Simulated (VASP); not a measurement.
BiTe:

```
Bi Te
1.0
     2.43875    1.40801    3.33926
    -2.43875    1.40801    3.33926
     0.00000   -2.81603    3.33926
Bi Te
1 1
Cartesian
  0.0000 0.0000 5.0089
  0.0000 0.0000 0.0000
```

Base run:

| Property | Result |
| --- | --- |
| Program | VASP 6.6.1 |
| Functional | r2SCAN |
| Potentials or basis | VASP PAW PBE potentials, release 64 (Bi_d, Te) |
| Cutoff | 520 eV |
| k mesh | 7 × 7 × 7 |
| Occupations | fermi-dirac, width 0.05 eV |
| Spin | no spin polarisation |

Its results: pressure -1.6 GPa.

Q: The run is repeated on the same cell with these changes: functional from r2SCAN to PBE. What comes out?

A: Pressure -0.8 GPa.

Caveats: the PAW data sets were made with another functional, which shifts forces and pressure a little (some runs).
